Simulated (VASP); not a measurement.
# ZnS (Cc) in VASP: notebook

The runs below take ZnS through single point, with PBE.

Everything below comes from runs of VASP 6.6.1. Logs are shortened: lines on timing, memory, paths and dates and some standing lists are left out, and cuts for length are marked.

### 1 The cell of the first run

Symmetry: Cc, No. 9, monoclinic system. The conventional cell has a = 6.661 Å, b = 3.845 Å, c = 12.611 Å, α = 90.00°, β = 90.00°, γ = 90.00°. Within 2.9 Å of Zn (site symmetry 1) lie 4 S at 2.16 to 2.57 Å. Within 3.1 Å of Zn (site symmetry 1) lie 4 S at 2.35 to 2.37 Å. S (site symmetry 1) has 4 Zn at 2.35 to 2.36 Å within 3.1 Å. Within 2.9 Å of S (site symmetry 1) lie 4 Zn at 2.16 to 2.57 Å.

### 2 Single point, PBE (atoms displaced along a vibrational mode)

File INCAR:

```
SYSTEM = ZnS
PREC     = Accurate       ! precision mode
ENCUT    = 520            ! plane-wave cutoff, eV
EDIFF    = 1E-7           ! SCF threshold, eV
ISMEAR   = 0              ! smearing method
SIGMA    = 0.05           ! smearing width, eV
LREAL    = .FALSE.        ! projectors in reciprocal space
LASPH    = .TRUE.         ! aspherical terms in the spheres
NELM     = 60             ! most SCF steps
ALGO     = Normal         ! electronic algorithm
ISIF     = 2              ! what is computed and relaxed
LWAVE    = .FALSE.        ! write WAVECAR
LCHARG   = .FALSE.        ! write CHGCAR
GGA      = PE             ! functional
NBANDS   = 46             ! bands
```

File KPOINTS:

```
regular mesh
0
G
  12 12 2
  0 0 0
```

File POSCAR:

```
ZnS
1.0
    3.8454929876      0.0000000000      0.0000000000
   -1.9227464938      3.3302946173      0.0000000000
    0.0000000000      0.0000000000     12.6106666232
Zn S
4 4
Direct
    0.3134080495      0.6666666667      0.0026098951
    0.3532586172      0.6666666667      0.5026098951
    0.6678343243      0.3333333333      0.2526098951
    0.6654990091      0.3333333333      0.7526098951
    0.3333333333      0.6666666667      0.1898901049
    0.3333333333      0.6666666667      0.6898901049
    0.6211588474      0.3333333333      0.4398901049
    0.7121744860      0.3333333333      0.9398901049
```

Potentials or basis: VASP PAW PBE potentials, release 64 (Zn, S).

The run is started by

```
$ cat potpaw_PBE.64/Zn/POTCAR potpaw_PBE.64/S/POTCAR > POTCAR
$ mpirun -np 1 vasp_std > vasp.out
```

OUTCAR:

```text
SYSTEM = ZnS
   PREC = Accurate
   ENCUT = 520
   EDIFF = 1E-7
   ISMEAR = 0
   LREAL = .FALSE.
   LASPH = .TRUE.
   NELM = 60
   ISIF = 2
   GGA = PE

 ion  position               nearest neighbor table
   1  0.313  0.667  0.003-   8 2.16   5 2.36   8 2.37   8 2.57
   2  0.353  0.667  0.503-   7 2.16   6 2.36   7 2.37   7 2.57
   3  0.668  0.333  0.253-   5 2.35   5 2.36   5 2.36   7 2.37
   4  0.665  0.333  0.753-   6 2.35   6 2.36   6 2.36   8 2.37
   5  0.333  0.667  0.190-   3 2.35   3 2.36   3 2.36   1 2.36
   6  0.333  0.667  0.690-   4 2.35   4 2.36   4 2.36   2 2.36
   7  0.621  0.333  0.440-   2 2.16   3 2.37   2 2.37   2 2.57
   8  0.712  0.333  0.940-   1 2.16   4 2.37   1 2.37   1 2.57

  LATTYP: Found a hexagonal cell.
 ALAT       =     3.8454929876
 C/A-ratio  =     3.2793367883

  Lattice vectors:

 A1 = (   3.8454929876,   0.0000000000,   0.0000000000)
 A2 = (  -1.9227464938,   3.3302946173,   0.0000000000)
 A3 = (   0.0000000000,   0.0000000000,  12.6106666232)

Analysis of symmetry for initial positions (statically):
=====================================================================
 Subroutine PRICEL returns:
 Original cell was already a primitive cell.

 Routine SETGRP: Setting up the symmetry group for a
 hexagonal supercell.

 Subroutine GETGRP returns: Found  2 space group operations
 (whereof  1 operations were pure point group operations)
 out of a pool of 24 trial point group operations.

The static configuration has the point symmetry C_1 .
 The point group associated with its full space group is C_1h.

Analysis of symmetry for dynamics (positions and initial velocities):
=====================================================================
 Subroutine PRICEL returns:
 Original cell was already a primitive cell.

 Routine SETGRP: Setting up the symmetry group for a
 hexagonal supercell.

 Subroutine GETGRP returns: Found  2 space group operations
 (whereof  1 operations were pure point group operations)
 out of a pool of 24 trial point group operations.

The dynamic configuration has the point symmetry C_1 .
 The point group associated with its full space group is C_1h.

 Subroutine INISYM returns: Found  2 space group operations
 (whereof  1 operations are pure point group operations),
 and found     1 'primitive' translations

----------------------------------------------------------------------------------------

                                     Primitive cell

  volume of cell :     161.5001

  direct lattice vectors                    reciprocal lattice vectors
     3.845492988  0.000000000  0.000000000     0.260044682  0.150136867  0.000000000
    -1.922746494  3.330294617  0.000000000     0.000000000  0.300273734  0.000000000
     0.000000000  0.000000000 12.610666623     0.000000000  0.000000000  0.079297949

  length of vectors
     3.845492988  3.845492988 12.610666623     0.300273734  0.300273734  0.079297949

  position of ions in fractional coordinates (direct lattice)
     0.313408049  0.666666667  0.002609895
     0.353258617  0.666666667  0.502609895
     0.667834324  0.333333333  0.252609895
     0.665499009  0.333333333  0.752609895
     0.333333333  0.666666667  0.189890105
     0.333333333  0.666666667  0.689890105
     0.621158847  0.333333333  0.439890105
     0.712174486  0.333333333  0.939890105

  ion indices of the primitive-cell ions
   primitive index   ion index
                 1           1
                 2           2
                 3           3
                 4           4
                 5           5
                 6           6
                 7           7
                 8           8

----------------------------------------------------------------------------------------

 KPOINTS: regular mesh

Automatic generation of k-mesh.
 Grid dimensions read from file:
 generate k-points for:   12   12    2

 Generating k-lattice:

  Cartesian coordinates                     Fractional coordinates (reciprocal lattice)
     0.021670390  0.012511406  0.000000000     0.083333333  0.000000000  0.000000000
     0.000000000  0.025022811  0.000000000     0.000000000  0.083333333  0.000000000
     0.000000000  0.000000000  0.039648975     0.000000000  0.000000000  0.500000000

  Length of vectors
     0.025022811  0.025022811  0.039648975

  Shift w.r.t. Gamma in fractional coordinates (k-lattice)
     0.000000000  0.000000000  0.000000000

 Subroutine IBZKPT returns following result:
 ===========================================

 Found     86 irreducible k-points:

 Following reciprocal coordinates:
            Coordinates               Weight
  0.000000  0.000000  0.000000      1.000000
  0.083333 -0.000000  0.000000      4.000000
  0.000000  0.083333  0.000000      2.000000
  0.166667  0.000000  0.000000      4.000000
  0.000000  0.166667  0.000000      2.000000
  0.250000 -0.000000  0.000000      4.000000
[... 16 lines left out ...]
 -0.083333  0.416667  0.000000      4.000000
 -0.416667  0.333333  0.000000      4.000000
 [... further k-points ...]
   k-points           NKPTS =     86   k-points in BZ     NKDIM =     86   number of bands    NBANDS=     46
   number of dos      NEDOS =    301   number of ions     NIONS =      8
   total plane-waves  NPLWV =  86400
   dimension x,y,z NGX =    30 NGY =   30 NGZ =   96
   dimension x,y,z NGXF=    60 NGYF=   60 NGZF=  192
   ions per type =               4   4
   NGX,Y,Z   is equivalent  to a cutoff of  12.97, 12.97, 12.66 a.u.
   NGXF,Y,Z  is equivalent  to a cutoff of  25.94, 25.94, 25.31 a.u.
 SYSTEM =  ZnS
   PREC   = accura    normal or accurate (medium, high low for compatibility)
   ISTART =      0    job   : 0-new  1-cont  2-samecut
   ICHARG =      2    charge: 1-file 2-atom 10-const
   ISPIN  =      1    spin polarized calculation?
   LNONCOLLINEAR =      F non collinear calculations
   LSORBIT =      F    spin-orbit coupling
   LASPH  =      T    aspherical Exc in radial PAW
   ENCUT  =  520.0 eV  38.22 Ry    6.18 a.u.   7.15  7.15 23.45*2*pi/ulx,y,z
   NELM   =     60;   NELMIN=  2; NELMDL= -5     # of ELM steps
   EDIFF  = 0.1E-06   stopping-criterion for ELM
   LREAL  =      F    real-space projection
   EDIFFG = 0.1E-05   stopping-criterion for IOM
   NSW    =      0    number of steps for IOM
   IBRION =     -1    ionic relax: 0-MD 1-quasi-New 2-CG
   NFREE  =      0    steps in history (QN), initial steepest desc. (CG)
   ISIF   =      2    stress and relaxation
   ISYM   =      2    0-nonsym 1-usesym 2-fastsym
   POTIM  = 0.5000    time-step for ionic-motion
   TEBEG  =    0.0;   TEEND  =   0.0 temperature during run
   PSTRESS=    0.0 pullay stress
   NELECT =      72.0000    total number of electrons
   NUPDOWN=      -1.0000    fix difference up-down
   EMIN   =  10.00;   EMAX   =-10.00  energy-range for DOS
   EFERMI =   0.00;   METHOD = LEGACY
   ISMEAR =     0;   SIGMA  =   0.05  broadening in eV -4-tet -1-fermi 0-gaus
   EFERMI_NEDOS =   21; number of points for ismear=-14 and -15
   IALGO  =     38    algorithm
   IMIX   =      4    mixing-type and parameters
     AMIX     =   0.40;   BMIX     =  1.00
     AMIX_MAG =   1.60;   BMIX_MAG =  1.00
  volume/ion in A,a.u.               =      20.19       136.23
  Fermi-wavevector in a.u.,A,eV,Ry     =   1.250628  2.363344 21.280464  1.564070
  Thomas-Fermi vector in A             =   2.384613
   LORBIT       =      0    0 simple, 1 ext, 2 COOP (PROOUT), +10 PAW based schemes
   GGA     = PE    functional components
   LHFCALC =     F    Hartree Fock is set to
   AEXX    =    0.0000 exact exchange contribution
   IVDW    =     0    specifies the selected vdW correction
   LEPSILON=     F    determine dielectric tensor
   LRPA    =     F    only Hartree local field effects (RPA)
 non-spin polarized calculation
 Gauss-broadening in eV      SIGMA  =   0.05
  energy-cutoff  :      520.00
  volume of cell :      161.50
 maximum number of plane-waves:      4395
 NGX is ok and might be reduce to    30
   NGX = 15   NGY = 15   NGZ = 47

 number of electron      72.0000017 magnetization

 Free energy of the ion-electron system (eV)
  ---------------------------------------------------
  ext. energy  EPLUGINS =         0.00000000
  ---------------------------------------------------
  free energy    TOTEN  =       -27.01647141 eV

  energy without entropy =      -27.01647141  energy(sigma->0) =      -27.01647141

 E-fermi :   2.1483     XC(G=0):  -9.5140

 val. band max:        1.9399049640   @ k =   0.0000   0.0000   0.0000
 cond. band min:       3.9982847435   @ k =   0.0000   0.0000   0.0000
 fundamental gap:      2.0583797795
 Fermi energy:         2.1483175527

 k-point     1 :       0.0000    0.0000    0.0000
  band No.  band energies     occupation
      1     -11.1284      2.00000
      2     -10.7457      2.00000
      3     -10.6972      2.00000
      4     -10.2411      2.00000
      5      -4.5420      2.00000
      6      -4.5366      2.00000
[... 38 lines left out ...]
     45       8.6625      0.00000
     46       8.7052      0.00000

 k-point     2 :       0.0833   -0.0000    0.0000
  band No.  band energies     occupation
      1     -11.0837      2.00000
      2     -10.7087      2.00000
      3     -10.6597      2.00000
      4     -10.2158      2.00000
      5      -4.5411      2.00000
      6      -4.5321      2.00000
[... 38 lines left out ...]
     45       8.5850      0.00000
     46       8.8416      0.00000

 k-point     3 :       0.0000    0.0833    0.0000
  band No.  band energies     occupation
      1     -11.0834      2.00000
      2     -10.7081      2.00000
      3     -10.6597      2.00000
      4     -10.2154      2.00000
      5      -4.5405      2.00000
      6      -4.5337      2.00000
[... 38 lines left out ...]
     45       8.5339      0.00000
     46       8.8241      0.00000

 k-point     4 :       0.1667    0.0000    0.0000
  band No.  band energies     occupation
      1     -10.9558      2.00000
      2     -10.6047      2.00000
      3     -10.5543      2.00000
      4     -10.1473      2.00000
      5      -4.5351      2.00000
      6      -4.5182      2.00000
[... 920 lines left out ...]
     45       8.8746      0.00000
     46       9.9053      0.00000

 k-point    23 :      -0.0833    0.4167    0.0000
  band No.  band energies     occupation
      1     -10.4139      2.00000
      2     -10.2029      2.00000
      3     -10.1555      2.00000
      4      -9.9452      2.00000
      5      -4.4709      2.00000
      6      -4.4411      2.00000
[... 38 lines left out ...]
     45       8.9518      0.00000
     46       9.9184      0.00000

 k-point    24 :      -0.4167    0.3333    0.0000
  band No.  band energies     occupation
      1     -10.4234      2.00000
      2     -10.2077      2.00000
      3     -10.1553      2.00000
      4      -9.9503      2.00000
      5      -4.4698      2.00000
      6      -4.4292      2.00000
[... 38 lines left out ...]
     45       8.8740      0.00000
     46       9.9375      0.00000

 [... further k-points ...]

------------------------ aborting loop because EDIFF is reached ----------------------------------------

  FORCE on cell =-STRESS in cart. coord.  units (eV):
  Direction    XX          YY          ZZ          XY          YZ          ZX
  --------------------------------------------------------------------------------------
  -------------------------------------------------------------------------------------
  Total        2.1895652      0.9279762      0.5415638      0.0000000      0.8838954      0.0000000
  in kB       21.7217965      9.2060790      5.3726368      0.0000000      8.7687711      0.0000000
  external PRESSURE =      12.1001708 kB  Pullay stress =       0.0000000 kB

 VOLUME and BASIS-vectors are now :
 -----------------------------------------------------------------------------
  energy-cutoff  :      520.00
  volume of cell :      161.50
      direct lattice vectors                 reciprocal lattice vectors
     3.845492988  0.000000000  0.000000000     0.260044682  0.150136867  0.000000000
    -1.922746494  3.330294617  0.000000000     0.000000000  0.300273734  0.000000000
     0.000000000  0.000000000 12.610666623     0.000000000  0.000000000  0.079297949

 POSITION                                       TOTAL-FORCE (eV/Angst)
 -----------------------------------------------------------------------------------
     -0.07662      2.22020      0.03291         1.435216      0.576041      0.367312
      0.07662      2.22020      6.33825        -1.435216      0.576041      0.367312
      1.92724      1.11010      3.18558        -0.073829      0.005219      0.026174
      1.91826      1.11010      9.49091         0.073829      0.005219      0.026174
     -0.00000      2.22020      2.39464         0.000877      0.018756     -0.002746
     -0.00000      2.22020      8.69997        -0.000877      0.018756     -0.002746
      1.74775      1.11010      5.54731         1.587772     -0.600016     -0.390740
      2.09775      1.11010     11.85264        -1.587772     -0.600016     -0.390740
 -----------------------------------------------------------------------------------
    total drift:                               -0.000003      0.000021     -0.000502

  FREE ENERGIE OF THE ION-ELECTRON SYSTEM (eV)
  ---------------------------------------------------
  free  energy   TOTEN  =       -27.0164714070 eV

  energy  without entropy=      -27.0164714070  energy(sigma->0) =      -27.01647141
```

Wall time 20 min (1 thread of Intel Xeon 8259CL, shared host); peak memory 0.6 GiB.

What came out:

```
Free energy            : -27.0165 eV
Pressure               : 1.2 GPa
Largest force          : 1.742 eV/Å
Band gap on the k mesh : 2.06 eV
```

Forces on the atoms (eV/Å):
```
Zn   1.435  0.576  0.367
Zn  -1.435  0.576  0.367
Zn  -0.074  0.005  0.026
Zn   0.074  0.005  0.026
S    0.001  0.019 -0.003
S   -0.001  0.019 -0.003
S    1.588 -0.600 -0.391
S   -1.588 -0.600 -0.391
```

Levels at points of the mesh, in eV from the valence-band top:
| k point | band 32 | band 33 | band 34 | band 35 | band 36 | band 37 | band 38 | band 39 | band 40 | band 41 |
| --- | --- | --- | --- | --- | --- | --- | --- | --- | --- | --- |
| (0.00, 0.00, 0.00) | -0.42 | -0.41 | -0.07 | -0.01 | 0.00 | 2.06 | 3.05 | 3.43 | 3.48 | 6.20 |
| (0.50, 0.00, 0.00) | -1.61 | -1.58 | -1.54 | -1.42 | -0.86 | 3.41 | 3.48 | 3.69 | 4.18 | 4.92 |
| (0.00, 0.50, 0.00) | -1.64 | -1.60 | -1.57 | -1.29 | -0.79 | 3.47 | 3.50 | 3.60 | 4.10 | 5.07 |
| (0.00, 0.00, 0.50) | -0.60 | -0.26 | -0.26 | -0.05 | -0.05 | 2.95 | 2.95 | 3.19 | 3.19 | 6.18 |
| (0.50, 0.00, 0.50) | -1.95 | -1.55 | -1.25 | -1.07 | -1.04 | 3.28 | 3.50 | 3.68 | 3.89 | 5.47 |
| (0.00, 0.50, 0.50) | -1.94 | -1.42 | -1.42 | -0.97 | -0.97 | 3.41 | 3.41 | 3.73 | 3.73 | 5.52 |

Caveat: the cell differs from its parent crystal (atoms displaced along a vibrational mode); forces of over 1 eV/Å act on the atoms, so gaps and moduli don't describe the material at rest.

### 3 Single point, PBE (atoms displaced along a vibrational mode)

File INCAR:

```
PREC = Accurate ; ENCUT = 520
EDIFF = 1E-6 ; ISMEAR = 0
SIGMA = 0.05 ; LREAL = F
LASPH = T ; NELM = 80
ALGO = Normal ; ISIF = 2
LWAVE = F ; LCHARG = F
GGA = PE ; NBANDS = 46
```

File KPOINTS:

```
regular mesh
0
Gamma
  12 12 2
```

File POSCAR:

```
ZnS
1.0
    3.8454929876      0.0000000000      0.0000000000
   -1.9227464938      3.3302946173      0.0000000000
    0.0000000000      0.0000000000     12.6106666232
Zn S
4 4
Direct
    0.3561050863      0.6666666667      0.0026098951
    0.3105615804      0.6666666667      0.5026098951
    0.6653322008      0.3333333333      0.2526098951
    0.6680011325      0.3333333333      0.7526098951
    0.3333333333      0.6666666667      0.1898901049
    0.3333333333      0.6666666667      0.6898901049
    0.7186756030      0.3333333333      0.4398901049
    0.6146577303      0.3333333333      0.9398901049
```

Potentials or basis: VASP PAW PBE potentials, release 64 (Zn, S).

The run is started by

```
$ cat potpaw_PBE.64/Zn/POTCAR potpaw_PBE.64/S/POTCAR > POTCAR
$ mpirun -np 1 vasp_std > vasp.out
```

Wall time 22 min (1 thread of Intel Xeon 8259CL, shared host); peak memory 0.59 GiB.

It converged, with:

```
Free energy            : -26.8961 eV
Pressure               : 1.6 GPa
Largest force          : 2.088 eV/Å
Band gap on the k mesh : 2.05 eV
```

Forces on the atoms (eV/Å):
```
Zn  -1.688  0.761  0.487
Zn   1.688  0.761  0.487
Zn   0.084  0.007  0.034
Zn  -0.084  0.007  0.034
S   -0.001  0.024 -0.003
S    0.001  0.024 -0.003
S   -1.861 -0.792 -0.518
S    1.861 -0.792 -0.518
```

Stress tensor (GPa, compression positive):
```
2.80 0.00 0.00
0.00 1.21 1.16
0.00 1.16 0.69
```

Levels at points of the mesh, in eV from the valence-band top:
```csv
k point,band 33,band 34,band 35,band 36,band 37,band 38,band 39,band 40
"(0.00, 0.00, 0.00)",-0.41,-0.07,-0.02,0.00,2.05,3.05,3.42,3.48
"(0.50, 0.00, 0.00)",-1.58,-1.54,-1.40,-0.86,3.38,3.47,3.69,4.18
"(0.00, 0.50, 0.00)",-1.61,-1.57,-1.24,-0.77,3.45,3.49,3.58,4.08
"(0.00, 0.00, 0.50)",-0.28,-0.28,-0.04,-0.04,2.94,2.94,3.19,3.19
"(0.50, 0.00, 0.50)",-1.58,-1.25,-1.06,-1.04,3.25,3.48,3.67,3.90
"(0.00, 0.50, 0.50)",-1.43,-1.43,-0.95,-0.95,3.39,3.39,3.71,3.71
```

Caveat: the cell differs from its parent crystal (atoms displaced along a vibrational mode); forces of over 1 eV/Å act on the atoms, so gaps and moduli don't describe the material at rest.
